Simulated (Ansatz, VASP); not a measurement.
**Two plane-wave programs on Bi**

```xyz
1
Lattice="-1.9952 1.9952 1.9952 1.9952 -1.9952 1.9952 1.9952 1.9952 -1.9952" Properties=species:S:1:pos:R:3 pbc="T T T"
Bi    0.0000    0.0000    0.0000
```

Alike in both runs: task single point; functional PBEsol; k mesh 16 × 16 × 16; occupations gaussian, width 0.1 eV; no spin polarisation.

```csv
,VASP,Ansatz
version,VASP 6.6.1,Ansatz 0.2.0
potentials or method,"VASP PAW PBE potentials, release 64 (Bi_d), cutoff 520 eV","scalar-relativistic, plane waves, PAW"
valence electrons in the cell,15,15
```

```csv
,VASP,Ansatz,Ansatz less VASP
gap on the k mesh at the Fermi level (eV),none,none,-
pressure (GPa),-3.0,-3.0,+0.07
```

VASP's potentials were made for PBE, not for PBEsol. A gap of «none» marks a metal or a gap that the smearing closes. With one functional, cell and mesh, what is left measures potentials, basis and numerics.

Spin-orbit coupling is off throughout.
